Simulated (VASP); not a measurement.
Here is a VASP 6.6.1 calculation.

The input INCAR:

```
PREC = Accurate ; ENCUT = 500
EDIFF = 1E-6 ; ISMEAR = 0
SIGMA = 0.1 ; LREAL = False
LASPH = True ; NELM = 200
ALGO = Normal ; ISIF = 2
LWAVE = False ; LCHARG = True
ISPIN = 2 ; MAGMOM = 0.04 0 0 0 0.01 0.01 0.01 0 0 0 0.59 0.7
LORBIT = 11 ; LMAXMIX = 4
GGA = PE ; LVHAR = True
NBANDS = 65 ; GGA_COMPAT = False
KPAR = 4
```

Contents of KPOINTS:

```
regular mesh
0
Gamma
  6 4 1
```

The input POSCAR:

```
WBr2Cl3
1.0
    3.2858371265      0.0000000000      0.0000000000
    0.0144123550      5.8636745150      0.0000000000
    0.3944115118      0.9834280027     17.9887895057
W Br Cl
2 4 6
Direct
    0.0050950140      0.4491916854      0.1097557922
    0.5297176893      0.7674614619      0.0870800348
    0.2642984368      0.3341634227      0.7994970386
    0.3133562257      0.8278361880      0.7977032454
    0.4834196939      0.5236173359      0.2174382893
    0.9893382139      0.0220304406      0.1723322155
    0.5044374151      0.4330378838      0.0027899229
    0.0137523442      0.9466754203      0.9921658320
    0.7507544743      0.4165618279      0.5587034193
    0.6755242872      0.0765421314      0.5702093131
    0.9832255012      0.3241286211      0.3471292502
    0.4870807045      0.8787535810      0.3451956066
```

Potentials or basis: VASP PAW PBE potentials, release 64 (W_sv, Br, Cl).

The run is started by

```bash
$ cat potpaw_PBE.64/W_sv/POTCAR potpaw_PBE.64/Br/POTCAR potpaw_PBE.64/Cl/POTCAR > POTCAR
$ mpirun -np 4 vasp_std > vasp.out
```

Problem. What does it give for the site moments?

Solution. W +0.01, +0.00; Br +0.00; Cl +0.00, +0.02, -0.02 (each value once) μB.

Problem. Predict the band gap on the k mesh.

Solution. Zero (filled and empty bands overlap).

Problem. Estimate the largest force.

Solution. 0.542 eV/Å.

Stress tensor (GPa, compression positive):
```
 0.56 -0.09 -0.07
-0.09 -0.27  0.26
-0.07  0.26  0.29
```

Caveat: spin-orbit coupling is left out, which moves the levels of the heavy elements.
